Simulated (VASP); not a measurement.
# CdS in VASP: further runs

The runs below take CdS through single point, with PBE.

Program: VASP 6.6.1. These are calculated values, not measurements. Logs are shortened: lines on timing, memory, paths and dates and some standing lists are left out, and cuts for length are marked.

### Step 1. The cell of the first run

Symmetry: I-4m2, No. 119, tetragonal system. The conventional cell has a = 4.157 Å, b = 4.157 Å, c = 5.860 Å, α = 90.00°, β = 90.00°, γ = 90.00°. Within 3.4 Å of Cd (site symmetry -4m2) lie 4 S at 2.54 Å. S (site symmetry -4m2) has 4 Cd at 2.54 Å within 3.4 Å.

### Step 2. Single point, PBE (uniaxial x strain -0.3%)

Contents of INCAR:

```
SYSTEM = CdS
ALGO = Normal ; EDIFF = 1E-6
ENCUT = 520 ; GGA = PE
ISIF = 2 ; ISMEAR = -1
LASPH = .TRUE. ; LCHARG = .FALSE.
LREAL = .FALSE. ; LWAVE = .FALSE.
NBANDS = 16 ; NELM = 60
PREC = Accurate ; SIGMA = 0.02
```

Contents of KPOINTS:

```
k-points
0
G
  8 8 8
  0 0 0
```

Contents of POSCAR:

```
CdS
1.0
    0.0000000000      2.9392148400      2.9392148400
    2.9301032740      0.0000000000      2.9392148400
    2.9301032740      2.9392148400      0.0000000000
Cd S
1 1
Direct
    0.0000000000      0.0000000000      0.0000000000
    0.2500000000      0.2500000000      0.2500000000
```

Potentials or basis: VASP PAW PBE potentials, release 64 (Cd, S).

Started as:

```sh
$ cat potpaw_PBE.64/Cd/POTCAR potpaw_PBE.64/S/POTCAR > POTCAR
$ mpirun -np 1 vasp_std > vasp.out
```

OUTCAR:

```text
SYSTEM = CdS
   EDIFF = 1E-6
   ENCUT = 520
   GGA = PE
   ISIF = 2
   ISMEAR = -1
   LASPH = .TRUE.
   LREAL = .FALSE.
   NELM = 60
   PREC = Accurate

 ion  position               nearest neighbor table
   1  0.000  0.000  0.000-   2 2.54   2 2.54   2 2.54   2 2.54
   2  0.250  0.250  0.250-   1 2.54   1 2.54   1 2.54   1 2.54

  LATTYP: Found a body centered tetragonal cell.
 ALAT       =     4.1566774895
 C/A-ratio  =     1.4098295003

  Lattice vectors:

 A1 = (  -2.9301032740,   0.0000000000,  -2.9392148400)
 A2 = (  -2.9301032740,   0.0000000000,   2.9392148400)
 A3 = (   2.9301032740,   2.9392148400,   0.0000000000)

Analysis of symmetry for initial positions (statically):
=====================================================================
 Subroutine PRICEL returns:
 Original cell was already a primitive cell.

 Routine SETGRP: Setting up the symmetry group for a
 body centered tetragonal supercell.

 Subroutine GETGRP returns: Found  8 space group operations
 (whereof  8 operations were pure point group operations)
 out of a pool of 16 trial point group operations.

The static configuration has the point symmetry D_2d.

Analysis of symmetry for dynamics (positions and initial velocities):
=====================================================================
 Subroutine PRICEL returns:
 Original cell was already a primitive cell.

 Routine SETGRP: Setting up the symmetry group for a
 body centered tetragonal supercell.

 Subroutine GETGRP returns: Found  8 space group operations
 (whereof  8 operations were pure point group operations)
 out of a pool of 16 trial point group operations.

The dynamic configuration has the point symmetry D_2d.

 Subroutine INISYM returns: Found  8 space group operations
 (whereof  8 operations are pure point group operations),
 and found     1 'primitive' translations

----------------------------------------------------------------------------------------

                                     Primitive cell

  volume of cell :      50.6262

  direct lattice vectors                    reciprocal lattice vectors
     0.000000000  2.939214840  2.939214840    -0.170642450  0.170113458  0.170113458
     2.930103274  0.000000000  2.939214840     0.170642450 -0.170113458  0.170113458
     2.930103274  2.939214840  0.000000000     0.170642450  0.170113458 -0.170113458

  length of vectors
     4.156677489  4.150239640  4.150239640     0.294950882  0.294950882  0.294950882

  position of ions in fractional coordinates (direct lattice)
     0.000000000  0.000000000  0.000000000
     0.250000000  0.250000000  0.250000000

  ion indices of the primitive-cell ions
   primitive index   ion index
                 1           1
                 2           2

----------------------------------------------------------------------------------------

 KPOINTS: k-points

Automatic generation of k-mesh.
 Grid dimensions read from file:
 generate k-points for:    8    8    8

 Generating k-lattice:

  Cartesian coordinates                     Fractional coordinates (reciprocal lattice)
    -0.021330306  0.021264182  0.021264182     0.125000000 -0.000000000 -0.000000000
     0.021330306 -0.021264182  0.021264182     0.000000000  0.125000000  0.000000000
     0.021330306  0.021264182 -0.021264182     0.000000000  0.000000000  0.125000000

  Length of vectors
     0.036868860  0.036868860  0.036868860

  Shift w.r.t. Gamma in fractional coordinates (k-lattice)
     0.000000000  0.000000000  0.000000000

 Subroutine IBZKPT returns following result:
 ===========================================

 Found     59 irreducible k-points:

 Following reciprocal coordinates:
            Coordinates               Weight
  0.000000  0.000000  0.000000      1.000000
  0.125000  0.000000  0.000000      8.000000
  0.250000  0.000000  0.000000      8.000000
  0.375000  0.000000  0.000000      8.000000
  0.500000  0.000000  0.000000      4.000000
  0.125000  0.125000  0.000000      4.000000
[... 16 lines left out ...]
  0.250000  0.125000  0.125000      4.000000
  0.375000  0.125000  0.125000      8.000000
 [... further k-points ...]
   k-points           NKPTS =     59   k-points in BZ     NKDIM =     59   number of bands    NBANDS=     16
   number of dos      NEDOS =    301   number of ions     NIONS =      2
   total plane-waves  NPLWV =  32768
   dimension x,y,z NGX =    32 NGY =   32 NGZ =   32
   dimension x,y,z NGXF=    64 NGYF=   64 NGZF=   64
   ions per type =               1   1
   NGX,Y,Z   is equivalent  to a cutoff of  12.80, 12.82, 12.82 a.u.
   NGXF,Y,Z  is equivalent  to a cutoff of  25.60, 25.64, 25.64 a.u.
 SYSTEM =  CdS
   PREC   = accura    normal or accurate (medium, high low for compatibility)
   ISTART =      0    job   : 0-new  1-cont  2-samecut
   ICHARG =      2    charge: 1-file 2-atom 10-const
   ISPIN  =      1    spin polarized calculation?
   LNONCOLLINEAR =      F non collinear calculations
   LSORBIT =      F    spin-orbit coupling
   LASPH  =      T    aspherical Exc in radial PAW
   ENCUT  =  520.0 eV  38.22 Ry    6.18 a.u.   7.73  7.72  7.72*2*pi/ulx,y,z
   NELM   =     60;   NELMIN=  2; NELMDL= -5     # of ELM steps
   EDIFF  = 0.1E-05   stopping-criterion for ELM
   LREAL  =      F    real-space projection
   EDIFFG = 0.1E-04   stopping-criterion for IOM
   NSW    =      0    number of steps for IOM
   IBRION =     -1    ionic relax: 0-MD 1-quasi-New 2-CG
   NFREE  =      0    steps in history (QN), initial steepest desc. (CG)
   ISIF   =      2    stress and relaxation
   ISYM   =      2    0-nonsym 1-usesym 2-fastsym
   POTIM  = 0.5000    time-step for ionic-motion
   TEBEG  =    0.0;   TEEND  =   0.0 temperature during run
   PSTRESS=    0.0 pullay stress
   NELECT =      18.0000    total number of electrons
   NUPDOWN=      -1.0000    fix difference up-down
   EMIN   =  10.00;   EMAX   =-10.00  energy-range for DOS
   EFERMI =   0.00;   METHOD = LEGACY
   ISMEAR =    -1;   SIGMA  =   0.02  broadening in eV -4-tet -1-fermi 0-gaus
   EFERMI_NEDOS =   21; number of points for ismear=-14 and -15
   IALGO  =     38    algorithm
   IMIX   =      4    mixing-type and parameters
     AMIX     =   0.40;   BMIX     =  1.00
     AMIX_MAG =   1.60;   BMIX_MAG =  1.00
  volume/ion in A,a.u.               =      25.31       170.82
  Fermi-wavevector in a.u.,A,eV,Ry     =   1.159775  2.191657 18.300903  1.345078
  Thomas-Fermi vector in A             =   2.296364
   LORBIT       =      0    0 simple, 1 ext, 2 COOP (PROOUT), +10 PAW based schemes
   GGA     = PE    functional components
   LHFCALC =     F    Hartree Fock is set to
   AEXX    =    0.0000 exact exchange contribution
   IVDW    =     0    specifies the selected vdW correction
   LEPSILON=     F    determine dielectric tensor
   LRPA    =     F    only Hartree local field effects (RPA)
 non-spin polarized calculation
  energy-cutoff  :      520.00
  volume of cell :       50.63
 maximum number of plane-waves:      1380
   NGX = 15   NGY = 15   NGZ = 15

 number of electron      18.0000005 magnetization

 Free energy of the ion-electron system (eV)
  ---------------------------------------------------
  ext. energy  EPLUGINS =         0.00000000
  ---------------------------------------------------
  free energy    TOTEN  =        -6.13744892 eV

  energy without entropy =       -6.13744892  energy(sigma->0) =       -6.13744892

 E-fermi :   1.5481     XC(G=0):  -9.0555

 val. band max:        1.1494571721   @ k =   0.0000   0.0000   0.0000
 cond. band min:       2.2486237996   @ k =   0.0000   0.0000   0.0000
 fundamental gap:      1.0991666275
 Fermi energy:         1.5481048593

 k-point     1 :       0.0000    0.0000    0.0000
  band No.  band energies     occupation
      1     -11.1044      2.00000
      2      -6.5142      2.00000
      3      -6.5142      2.00000
      4      -6.5124      2.00000
      5      -6.0614      2.00000
      6      -6.0603      2.00000
[... 8 lines left out ...]
     15      12.5723      0.00000
     16      12.6144      0.00000

 k-point     2 :       0.1250    0.0000    0.0000
  band No.  band energies     occupation
      1     -11.0450      2.00000
      2      -6.4929      2.00000
      3      -6.4917      2.00000
      4      -6.4606      2.00000
      5      -6.0623      2.00000
      6      -6.0614      2.00000
[... 8 lines left out ...]
     15      12.0192      0.00000
     16      13.0666      0.00000

 k-point     3 :       0.2500    0.0000    0.0000
  band No.  band energies     occupation
      1     -10.9009      2.00000
      2      -6.4468      2.00000
      3      -6.4453      2.00000
      4      -6.2734      2.00000
      5      -6.0568      2.00000
      6      -6.0566      2.00000
[... 8 lines left out ...]
     15      11.7756      0.00000
     16      12.4287      0.00000

 k-point     4 :       0.3750    0.0000    0.0000
  band No.  band energies     occupation
      1     -10.7569      2.00000
      2      -6.4113      2.00000
      3      -6.4095      2.00000
      4      -6.0383      2.00000
      5      -6.0374      2.00000
      6      -5.9362      2.00000
[... 8 lines left out ...]
     15      12.6078      0.00000
     16      12.6130      0.00000
[... 324 lines left out ...]
 k-point    22 :       0.0000    0.1250    0.1250
  band No.  band energies     occupation
      1     -11.0251      2.00000
      2      -6.4723      2.00000
      3      -6.4723      2.00000
      4      -6.4689      2.00000
      5      -6.0752      2.00000
      6      -6.0494      2.00000
[... 8 lines left out ...]
     15      12.6767      0.00000
     16      13.6862      0.00000

 k-point    23 :       0.2500    0.1250    0.1250
  band No.  band energies     occupation
      1     -10.9577      2.00000
      2      -6.4683      2.00000
      3      -6.4456      2.00000
      4      -6.3744      2.00000
      5      -6.0750      2.00000
      6      -6.0464      2.00000
[... 8 lines left out ...]
     15      12.0413      0.00000
     16      14.0337      0.00000

 k-point    24 :       0.3750    0.1250    0.1250
  band No.  band energies     occupation
      1     -10.8142      2.00000
      2      -6.4185      2.00000
      3      -6.4032      2.00000
      4      -6.1565      2.00000
      5      -6.0727      2.00000
      6      -6.0090      2.00000
[... 8 lines left out ...]
     15      12.7010      0.00000
     16      13.5027      0.00000

 [... further k-points ...]
[... 5 lines left out ...]
  --------------------------------------------------------------------------------------
  -------------------------------------------------------------------------------------
  Total        0.6116647      0.5944377      0.5944377      0.0000000      0.0000000     -0.0000000
  in kB       19.3574632     18.8122768     18.8122768      0.0000000      0.0000000     -0.0000000
  external PRESSURE =      18.9940056 kB  Pullay stress =       0.0000000 kB

 VOLUME and BASIS-vectors are now :
 -----------------------------------------------------------------------------
  energy-cutoff  :      520.00
  volume of cell :       50.63
      direct lattice vectors                 reciprocal lattice vectors
     0.000000000  2.939214840  2.939214840    -0.170642450  0.170113458  0.170113458
     2.930103274  0.000000000  2.939214840     0.170642450 -0.170113458  0.170113458
     2.930103274  2.939214840  0.000000000     0.170642450  0.170113458 -0.170113458

 POSITION                                       TOTAL-FORCE (eV/Angst)
 -----------------------------------------------------------------------------------
      0.00000      0.00000      0.00000         0.000000      0.000000      0.000000
      1.46505      1.46961      1.46961        -0.000000     -0.000000     -0.000000
 -----------------------------------------------------------------------------------
    total drift:                               -0.000000     -0.000000     -0.000000

  FREE ENERGIE OF THE ION-ELECTRON SYSTEM (eV)
  ---------------------------------------------------
  free  energy   TOTEN  =        -6.1374489207 eV

  energy  without entropy=       -6.1374489207  energy(sigma->0) =       -6.13744892
```

Wall time 43 s (1 thread of Intel Xeon Platinum 8259CL at 2.50GHz (Skylake/Cascade Lake), shared host); peak memory 0.2 GiB.

What came out:

- Free energy: -6.1374 eV
- Pressure: 1.9 GPa
- Band gap on the k mesh: 1.10 eV, direct

Caveat: the cell differs from its parent crystal (uniaxial x strain -0.3%).

### Step 3. Single point, PBE (strain along [111] -1.1%)

Contents of INCAR:

```
SYSTEM = CdS
PREC = Accurate
ENCUT = 520
EDIFF = 1E-7
ISMEAR = -1
SIGMA = 0.02
LREAL = .FALSE.
LASPH = .TRUE.
NELM = 60
ALGO = Normal
ISIF = 2
LWAVE = .FALSE.
LCHARG = .FALSE.
GGA = PE
NBANDS = 16
```

Contents of KPOINTS:

```
regular mesh
0
G
  8 8 8
  0 0 0
```

Contents of POSCAR:

```
CdS
1.0
   -0.0221420851      2.9170727549      2.9170727549
    2.9170727549     -0.0221420851      2.9170727549
    2.9170727549      2.9170727549     -0.0221420851
Cd S
1 1
Direct
   -0.0008658327     -0.0008658327     -0.0008658327
    0.2508658327      0.2508658327      0.2508658327
```

Potentials or basis: VASP PAW PBE potentials, release 64 (Cd, S).

Started as:

```sh
$ cat potpaw_PBE.64/Cd/POTCAR potpaw_PBE.64/S/POTCAR > POTCAR
$ mpirun -np 1 vasp_std > vasp.out
```

OUTCAR:

```text
SYSTEM = CdS
   PREC = Accurate
   ENCUT = 520
   EDIFF = 1E-7
   ISMEAR = -1
   LREAL = .FALSE.
   LASPH = .TRUE.
   NELM = 60
   ISIF = 2
   GGA = PE

 ion  position               nearest neighbor table
   1  0.999  0.999  0.999-   2 2.53   2 2.54   2 2.54   2 2.54
   2  0.251  0.251  0.251-   1 2.53   1 2.54   1 2.54   1 2.54

  LATTYP: Found a trigonal (rhomboedric) cell.
 ALAT       =     4.1254232736
 COS(alpha) =     0.4923952999

  Lattice vectors:

 A1 = (  -0.0221420851,   2.9170727549,   2.9170727549)
[... 190 lines left out ...]
      6      -6.0091      2.00000
[... 433 lines left out ...]
      3      -6.3602      2.00000
      4      -6.1126      2.00000
      5      -6.0234      2.00000
      6      -5.9510      2.00000
[... 8 lines left out ...]
     15      12.8589      0.00000
     16      13.6145      0.00000

 [... further k-points ...]
[... 5 lines left out ...]
  --------------------------------------------------------------------------------------
  -------------------------------------------------------------------------------------
  Total        0.7571973      0.7571973      0.7571973      0.0584365      0.0584365      0.0584365
  in kB       24.1619023     24.1619023     24.1619023      1.8646898      1.8646898      1.8646898
  external PRESSURE =      24.1619023 kB  Pullay stress =       0.0000000 kB

 VOLUME and BASIS-vectors are now :
 -----------------------------------------------------------------------------
  energy-cutoff  :      520.00
  volume of cell :       50.21
      direct lattice vectors                 reciprocal lattice vectors
    -0.022142085  2.917072755  2.917072755    -0.169465374  0.170761542  0.170761542
     2.917072755 -0.022142085  2.917072755     0.170761542 -0.169465374  0.170761542
     2.917072755  2.917072755 -0.022142085     0.170761542  0.170761542 -0.169465374

 POSITION                                       TOTAL-FORCE (eV/Angst)
 -----------------------------------------------------------------------------------
      5.80697      5.80697      5.80697        -0.000806     -0.000806     -0.000806
      1.45803      1.45803      1.45803         0.000806      0.000806      0.000806
 -----------------------------------------------------------------------------------
    total drift:                                0.000384      0.000384      0.000384

  FREE ENERGIE OF THE ION-ELECTRON SYSTEM (eV)
  ---------------------------------------------------
  free  energy   TOTEN  =        -6.1311372721 eV

  energy  without entropy=       -6.1311372721  energy(sigma->0) =       -6.13113727
```

stdout:

```text
POSCAR found type information on POSCAR CdS
 POSCAR found :  2 types and       2 ions
 scaLAPACK will be used
 LDA part: xc-table for (Slater+PW92), standard interpolation
 POSCAR, INCAR and KPOINTS ok, starting setup
 FFT: planning ... GRIDC
 FFT: planning ... GRID_SOFT
 FFT: planning ... GRID
 WAVECAR not read
 entering main loop
```

Wall time 54 s (1 thread of Intel Xeon Platinum 8259CL at 2.50GHz (Skylake/Cascade Lake), shared host); peak memory 0.2 GiB.

What came out:

```yaml
Free_energy: -6.1311 eV
Pressure: 2.4 GPa
Band_gap_on_the_k_mesh: 1.09 eV, direct
```

Caveat: the cell differs from its parent crystal (strain along [111] -1.1%).
